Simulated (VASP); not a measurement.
# Cu6H in VASP: further runs

Cu6H is run at these levels: PBE; tasks: single point.

All numbers are computed with VASP 6.6.1; they aren't measurements. Logs are shortened: lines on timing, memory, paths and dates and some standing lists are left out, and cuts for length are marked.

## Step 1: The cell of the first run

The cell holds a slab with vacuum, 14 atoms: a = 5.133 Å, b = 5.133 Å, c = 21.529 Å, α = 90.00°, β = 90.00°, γ = 90.00°.

## Step 2: Single point, PBE

INCAR reads:

```
ALGO = Normal ; DIPOL = 0.5 0.5 0.282
EDIFF = 1E-7 ; ENCUT = 520
GGA = PE ; IDIPOL = 3
ISIF = 2 ; ISMEAR = 0
LASPH = True ; LCHARG = True
LDIPOL = True ; LELF = True
LREAL = False ; LVACPOTAV = True
LVHAR = True ; LWAVE = False
NBANDS = 80 ; NELM = 80
PREC = Accurate ; SIGMA = 0.1
```

KPOINTS reads:

```
k-points
0
Gamma
  5 5 1
```

POSCAR reads:

```
Cu6H
1.0
    5.1332392722      0.0000000000      0.0000000000
    0.0000000000      5.1332392722      0.0000000000
    0.0000000000      0.0000000000     21.5289058579
Cu H
12 2
Direct
    0.2500000000      0.2500000000      0.1857967157
    0.2500000000      0.7500000000      0.1857967157
    0.7500000000      0.2500000000      0.1857967157
    0.7500000000      0.7500000000      0.1857967157
    0.0000000000      0.0000000000      0.2677566944
    0.0000000000      0.5000000000      0.2677566944
    0.5000000000      0.0000000000      0.2677566944
    0.5000000000      0.5000000000      0.2677566944
    0.2500000000      0.2500000000      0.3497114952
    0.2500000000      0.7500000000      0.3497114952
    0.7500000000      0.2500000000      0.3497114952
    0.7500000000      0.7500000000      0.3497114952
   -0.0081216128      1.0000000000      0.3706136257
    0.5081216128      1.0000000000      0.3706136257
```

Potentials or basis: VASP PAW PBE potentials, release 64 (Cu, H).

Command:

```console
> cat potpaw_PBE.64/Cu/POTCAR potpaw_PBE.64/H/POTCAR > POTCAR
> mpirun -np 1 vasp_std > vasp.out
```

OUTCAR:

```text
EDIFF = 1E-7
   ENCUT = 520
   GGA = PE
   ISIF = 2
   ISMEAR = 0
   LASPH = True
   LREAL = False
   NELM = 80
   PREC = Accurate

 ion  position               nearest neighbor table
   1  0.250  0.250  0.186-   5 2.53   6 2.53   7 2.53   8 2.53   2 2.57   3 2.57   2 2.57   3 2.57

   2  0.250  0.750  0.186-   5 2.53   6 2.53   7 2.53   8 2.53   1 2.57   4 2.57   1 2.57   4 2.57

   3  0.750  0.250  0.186-   5 2.53   6 2.53   7 2.53   8 2.53   1 2.57   4 2.57   4 2.57   1 2.57

   4  0.750  0.750  0.186-   5 2.53   6 2.53   7 2.53   8 2.53   2 2.57   3 2.57   3 2.57   2 2.57

   5  0.000  0.000  0.268-   9 2.53  10 2.53  11 2.53  12 2.53   1 2.53   2 2.53   3 2.53   4 2.53
                             6 2.57   7 2.57   6 2.57   7 2.57
   6  0.000  0.500  0.268-   9 2.53  10 2.53  11 2.53  12 2.53   1 2.53   2 2.53   3 2.53   4 2.53
                             5 2.57   8 2.57   5 2.57   8 2.57
   7  0.500  0.000  0.268-   9 2.53  10 2.53  11 2.53  12 2.53   1 2.53   2 2.53   3 2.53   4 2.53
                             5 2.57   8 2.57   8 2.57   5 2.57
   8  0.500  0.500  0.268-   9 2.53  10 2.53  11 2.53  12 2.53   1 2.53   2 2.53   3 2.53   4 2.53
                             6 2.57   7 2.57   7 2.57   6 2.57
   9  0.250  0.250  0.350-   5 2.53   6 2.53   7 2.53   8 2.53  10 2.57  11 2.57  10 2.57  11 2.57

  10  0.250  0.750  0.350-   5 2.53   6 2.53   7 2.53   8 2.53   9 2.57  12 2.57   9 2.57  12 2.57

  11  0.750  0.250  0.350-   5 2.53   6 2.53   7 2.53   8 2.53   9 2.57  12 2.57  12 2.57   9 2.57

  12  0.750  0.750  0.350-   5 2.53   6 2.53   7 2.53   8 2.53  10 2.57  11 2.57  11 2.57  10 2.57

  13  0.992  0.000  0.371-
  14  0.508  0.000  0.371-

  LATTYP: Found a simple tetragonal cell.
 ALAT       =     5.1332392722
 C/A-ratio  =     4.1940195491

  Lattice vectors:

 A1 = (   5.1332392722,   0.0000000000,   0.0000000000)
 A2 = (   0.0000000000,   5.1332392722,   0.0000000000)
 A3 = (   0.0000000000,   0.0000000000,  21.5289058579)

Analysis of symmetry for initial positions (statically):
=====================================================================
 Subroutine PRICEL returns:
 Original cell was already a primitive cell.

 Routine SETGRP: Setting up the symmetry group for a
 simple tetragonal supercell.

 Subroutine GETGRP returns: Found  4 space group operations
 (whereof  2 operations were pure point group operations)
 out of a pool of 16 trial point group operations.

The static configuration has the point symmetry C_1h.
 The point group associated with its full space group is C_2v.

Analysis of symmetry for dynamics (positions and initial velocities):
=====================================================================
 Subroutine PRICEL returns:
 Original cell was already a primitive cell.

 Routine SETGRP: Setting up the symmetry group for a
 simple tetragonal supercell.

 Subroutine GETGRP returns: Found  4 space group operations
 (whereof  2 operations were pure point group operations)
 out of a pool of 16 trial point group operations.

The dynamic configuration has the point symmetry C_1h.
 The point group associated with its full space group is C_2v.

 Subroutine INISYM returns: Found  4 space group operations
 (whereof  2 operations are pure point group operations),
 and found     1 'primitive' translations

----------------------------------------------------------------------------------------

                                     Primitive cell

  volume of cell :     567.2898

  direct lattice vectors                    reciprocal lattice vectors
     5.133239272  0.000000000  0.000000000     0.194808764  0.000000000  0.000000000
     0.000000000  5.133239272  0.000000000     0.000000000  0.194808764  0.000000000
     0.000000000  0.000000000 21.528905858     0.000000000  0.000000000  0.046449179

  length of vectors
     5.133239272  5.133239272 21.528905858     0.194808764  0.194808764  0.046449179

  position of ions in fractional coordinates (direct lattice)
     0.250000000  0.250000000  0.185796716
     0.250000000  0.750000000  0.185796716
     0.750000000  0.250000000  0.185796716
     0.750000000  0.750000000  0.185796716
     0.000000000  0.000000000  0.267756694
     0.000000000  0.500000000  0.267756694
     0.500000000  0.000000000  0.267756694
     0.500000000  0.500000000  0.267756694
     0.250000000  0.250000000  0.349711495
     0.250000000  0.750000000  0.349711495
     0.750000000  0.250000000  0.349711495
     0.750000000  0.750000000  0.349711495
     0.991878387  0.000000000  0.370613626
     0.508121613  0.000000000  0.370613626

  ion indices of the primitive-cell ions
   primitive index   ion index
                 1           1
                 2           2
                 3           3
                 4           4
                 5           5
                 6           6
                 7           7
                 8           8
                 9           9
                10          10
                11          11
                12          12
                13          13
                14          14

----------------------------------------------------------------------------------------

 KPOINTS: k-points

Automatic generation of k-mesh.
 Grid dimensions read from file:
 generate k-points for:    5    5    1

 Generating k-lattice:

  Cartesian coordinates                     Fractional coordinates (reciprocal lattice)
     0.038961753  0.000000000  0.000000000     0.200000000  0.000000000  0.000000000
     0.000000000  0.038961753  0.000000000     0.000000000  0.200000000  0.000000000
     0.000000000  0.000000000  0.046449179     0.000000000  0.000000000  1.000000000

  Length of vectors
     0.038961753  0.038961753  0.046449179

  Shift w.r.t. Gamma in fractional coordinates (k-lattice)
     0.000000000  0.000000000  0.000000000

 Subroutine IBZKPT returns following result:
 ===========================================

 Found      9 irreducible k-points:

 Following reciprocal coordinates:
            Coordinates               Weight
  0.000000  0.000000  0.000000      1.000000
  0.200000  0.000000  0.000000      2.000000
  0.000000  0.200000  0.000000      2.000000
  0.400000  0.000000  0.000000      2.000000
  0.000000  0.400000  0.000000      2.000000
  0.200000  0.200000  0.000000      4.000000
  0.400000  0.200000  0.000000      4.000000
 -0.200000  0.400000  0.000000      4.000000
  0.400000  0.400000  0.000000      4.000000
   k-points           NKPTS =      9   k-points in BZ     NKDIM =      9   number of bands    NBANDS=     80
   number of dos      NEDOS =    301   number of ions     NIONS =     14
   total plane-waves  NPLWV = 256000
   dimension x,y,z NGX =    40 NGY =   40 NGZ =  160
   dimension x,y,z NGXF=    80 NGYF=   80 NGZF=  320
   ions per type =              12   2
   NGX,Y,Z   is equivalent  to a cutoff of  12.95, 12.95, 12.36 a.u.
   NGXF,Y,Z  is equivalent  to a cutoff of  25.91, 25.91, 24.71 a.u.
 SYSTEM =  unknown system
   PREC   = accura    normal or accurate (medium, high low for compatibility)
   ISTART =      0    job   : 0-new  1-cont  2-samecut
   ICHARG =      2    charge: 1-file 2-atom 10-const
   ISPIN  =      1    spin polarized calculation?
   LNONCOLLINEAR =      F non collinear calculations
   LSORBIT =      F    spin-orbit coupling
   LASPH  =      T    aspherical Exc in radial PAW
   ENCUT  =  520.0 eV  38.22 Ry    6.18 a.u.   9.54  9.54 40.03*2*pi/ulx,y,z
   NELM   =     80;   NELMIN=  2; NELMDL= -5     # of ELM steps
   EDIFF  = 0.1E-06   stopping-criterion for ELM
   LREAL  =      F    real-space projection
   EDIFFG = 0.1E-05   stopping-criterion for IOM
   NSW    =      0    number of steps for IOM
   IBRION =     -1    ionic relax: 0-MD 1-quasi-New 2-CG
   NFREE  =      0    steps in history (QN), initial steepest desc. (CG)
   ISIF   =      2    stress and relaxation
   ISYM   =      2    0-nonsym 1-usesym 2-fastsym
   POTIM  = 0.5000    time-step for ionic-motion
   TEBEG  =    0.0;   TEEND  =   0.0 temperature during run
   PSTRESS=    0.0 pullay stress
   NELECT =     134.0000    total number of electrons
   NUPDOWN=      -1.0000    fix difference up-down
   EMIN   =  10.00;   EMAX   =-10.00  energy-range for DOS
   EFERMI =   0.00;   METHOD = LEGACY
   ISMEAR =     0;   SIGMA  =   0.10  broadening in eV -4-tet -1-fermi 0-gaus
   EFERMI_NEDOS =   21; number of points for ismear=-14 and -15
   IALGO  =     38    algorithm
   IMIX   =      4    mixing-type and parameters
     AMIX     =   0.40;   BMIX     =  1.00
     AMIX_MAG =   1.60;   BMIX_MAG =  1.00
  volume/ion in A,a.u.               =      40.52       273.45
  Fermi-wavevector in a.u.,A,eV,Ry     =   1.011987  1.912377 13.933957  1.024117
  Thomas-Fermi vector in A             =   2.145069
   LORBIT       =      0    0 simple, 1 ext, 2 COOP (PROOUT), +10 PAW based schemes
   GGA     = PE    functional components
   LHFCALC =     F    Hartree Fock is set to
   AEXX    =    0.0000 exact exchange contribution
   IVDW    =     0    specifies the selected vdW correction
   LEPSILON=     F    determine dielectric tensor
   LRPA    =     F    only Hartree local field effects (RPA)
 non-spin polarized calculation
 Gauss-broadening in eV      SIGMA  =   0.10
  energy-cutoff  :      520.00
  volume of cell :      567.29
 maximum number of plane-waves:     15381
 NGX is ok and might be reduce to    40
   NGX = 19   NGY = 19   NGZ = 81

 dipolmoment           0.000000      0.000000      0.000147 electrons x Angstroem

 number of electron     133.9999770 magnetization

 dipolmoment           0.000000      0.000000     -0.005145 electrons x Angstroem

 Free energy of the ion-electron system (eV)
  ---------------------------------------------------
  ext. energy  EPLUGINS =         0.00000000
  ---------------------------------------------------
  free energy    TOTEN  =       -46.96241850 eV

  energy without entropy =      -46.93573277  energy(sigma->0) =      -46.94907563

 E-fermi :  -1.4131     XC(G=0):  -4.1246

 val. band max:       -1.4220163341   @ k =  -0.2000   0.4000   0.0000
 cond. band min:      -1.1502100421   @ k =   0.4000   0.0000   0.0000
 fundamental gap:      0.2718062920
 Fermi energy:        -1.4130769491

 k-point     1 :       0.0000    0.0000    0.0000
  band No.  band energies     occupation
      1     -10.6759      2.00000
      2      -8.6211      2.00000
      3      -7.7153      2.00000
      4      -6.4230      2.00000
      5      -6.3223      2.00000
      6      -6.3011      2.00000
[... 71 lines left out ...]
     78       2.8480      0.00000
     79       3.1536      0.00000

 k-point     2 :       0.2000    0.0000    0.0000
  band No.  band energies     occupation
      1     -10.4581      2.00000
      2      -8.4333      2.00000
      3      -8.0426      2.00000
      4      -6.6636      2.00000
      5      -6.2889      2.00000
      6      -6.1556      2.00000
[... 71 lines left out ...]
     78       2.9593      0.00000
     79       3.3842      0.00000
[... 490 lines left out ...]
     78       3.3656      0.00000
     79       3.8994      0.00000

 k-point     9 :       0.4000    0.4000    0.0000
  band No.  band energies     occupation
      1      -9.3659      2.00000
      2      -8.6081      2.00000
      3      -7.6584      2.00000
      4      -6.8915      2.00000
      5      -6.8325      2.00000
      6      -6.2245      2.00000
[... 71 lines left out ...]
     78       4.2121      0.00000
     79       4.5133      0.00000
 [bands above 79 left out]

------------------------ aborting loop because EDIFF is reached ----------------------------------------

  FORCE on cell =-STRESS in cart. coord.  units (eV):
  Direction    XX          YY          ZZ          XY          YZ          ZX
  --------------------------------------------------------------------------------------
  -------------------------------------------------------------------------------------
  Total       -3.5517069     -3.3316048      2.5635946      0.0000000      0.0000000      0.0000000
  in kB      -10.0309652     -9.4093384      7.2402733      0.0000000      0.0000000      0.0000000
  external PRESSURE =      -4.0666768 kB  Pullay stress =       0.0000000 kB

 VOLUME and BASIS-vectors are now :
 -----------------------------------------------------------------------------
  energy-cutoff  :      520.00
  volume of cell :      567.29
      direct lattice vectors                 reciprocal lattice vectors
     5.133239272  0.000000000  0.000000000     0.194808764  0.000000000  0.000000000
     0.000000000  5.133239272  0.000000000     0.000000000  0.194808764  0.000000000
     0.000000000  0.000000000 21.528905858     0.000000000  0.000000000  0.046449179

 POSITION                                       TOTAL-FORCE (eV/Angst)
 -----------------------------------------------------------------------------------
      1.28331      1.28331      4.00000        -0.000000     -0.021944     -0.017701
      1.28331      3.84993      4.00000        -0.000000      0.021944     -0.017701
      3.84993      1.28331      4.00000        -0.000000     -0.024277     -0.016337
      3.84993      3.84993      4.00000        -0.000000      0.024277     -0.016337
      0.00000      0.00000      5.76451         0.018352      0.000000     -0.592980
      0.00000      2.56662      5.76451        -0.010128      0.000000     -0.082935
      2.56662      0.00000      5.76451        -0.018352      0.000000     -0.592980
      2.56662      2.56662      5.76451         0.010128      0.000000     -0.082935
      1.28331      1.28331      7.52891         0.000000      0.020914      0.323525
      1.28331      3.84993      7.52891         0.000000     -0.020914      0.323525
      3.84993      1.28331      7.52891         0.000000      0.046314      0.330679
      3.84993      3.84993      7.52891         0.000000     -0.046314      0.330679
      5.09155      0.00000      7.97891         0.121403      0.000000      0.055747
      2.60831      0.00000      7.97891        -0.121403      0.000000      0.055747
 -----------------------------------------------------------------------------------
    total drift:                               -0.000000      0.000000     -0.002738

  FREE ENERGIE OF THE ION-ELECTRON SYSTEM (eV)
  ---------------------------------------------------
  free  energy   TOTEN  =       -46.9624184973 eV

  energy  without entropy=      -46.9357327659  energy(sigma->0) =      -46.94907563

 vacuum level on the upper side and lower side of the slab         3.151         3.186
```

Run time: 27 min. Hardware: 1 thread of Intel Xeon Platinum 8488C (Sapphire Rapids), shared host; peak memory 0.72 GiB.

What came out:

* Free energy: -46.9624 eV
* Largest force: 0.593 eV/Å
* Band gap on the k mesh: zero (bands 67 and 68 overlap by 0.47 eV)

Forces on the atoms (eV/Å):
```
Cu   0.000 -0.022 -0.018
Cu   0.000  0.022 -0.018
Cu   0.000 -0.024 -0.016
Cu   0.000  0.024 -0.016
Cu   0.018  0.000 -0.593
Cu  -0.010  0.000 -0.083
Cu  -0.018  0.000 -0.593
Cu   0.010  0.000 -0.083
Cu   0.000  0.021  0.324
Cu   0.000 -0.021  0.324
Cu   0.000  0.046  0.331
Cu   0.000 -0.046  0.331
H    0.121  0.000  0.056
H   -0.121  0.000  0.056
```

## Step 3: Single point, PBE

INCAR reads:

```
SYSTEM = Cu6H
ALGO = Normal ; DIPOL = 0.5 0.5 0.287
EDIFF = 1E-7 ; ENCUT = 520
GGA = PE ; IDIPOL = 3
ISIF = 2 ; ISMEAR = 0
LASPH = .True. ; LCHARG = .False.
LDIPOL = .True. ; LREAL = .False.
LWAVE = .False. ; NBANDS = 80
NELM = 60 ; PREC = Accurate
SIGMA = 0.1
```

KPOINTS reads:

```
k-points
0
Gamma
  5 5 1
  0 0 0
```

POSCAR: that of step 2 with these lines changed.

```diff
@@ -20,3 +20,3 @@
     0.7500000000      0.7500000000      0.3497114952
-   -0.0081216128      1.0000000000      0.3706136257
-    0.5081216128      1.0000000000      0.3706136257
+   -0.0081216128      1.0000000000      0.4003411002
+    0.5081216128      1.0000000000      0.4003411002
```

Potentials or basis: VASP PAW PBE potentials, release 64 (Cu, H).

Command:

```console
> cat potpaw_PBE.64/Cu/POTCAR potpaw_PBE.64/H/POTCAR > POTCAR
> mpirun -np 1 vasp_std > vasp.out
```

Run time: 27 min. Hardware: 1 thread of Intel Xeon Platinum 8488C (Sapphire Rapids), shared host; peak memory 0.72 GiB.

The run converged. Its results:

| Property | Result |
| --- | --- |
| Free energy | -46.3069 eV |
| Largest force | 1.113 eV/Å |
| Band gap on the k mesh | zero (bands 67 and 68 overlap by 0.59 eV) |

Forces in eV/Å, atoms in the order of the input:
```
Cu   0.000 -0.056 -0.020
Cu   0.000  0.056 -0.020
Cu   0.000 -0.058 -0.020
Cu   0.000  0.058 -0.020
Cu   0.011  0.000 -0.485
Cu  -0.011  0.000  0.048
Cu  -0.011  0.000 -0.485
Cu   0.011  0.000  0.048
Cu   0.000 -0.470  0.757
Cu   0.000  0.470  0.757
Cu   0.000 -0.539  0.832
Cu   0.000  0.539  0.832
H    0.033  0.000 -1.113
H   -0.033  0.000 -1.113
```

Levels at points of the mesh, in eV from the Fermi level:
```csv
k point,band 64,band 65,band 66,band 67,band 68,band 69,band 70,band 71
"(0.00, 0.00, 0.00)",-1.11,-0.43,-0.24,-0.23,-0.03,-0.03,0.83,2.57
```

(Continued in part 2 of 3.)

The gap in the log of VASP goes by the Fermi energy; the results here count the filled bands.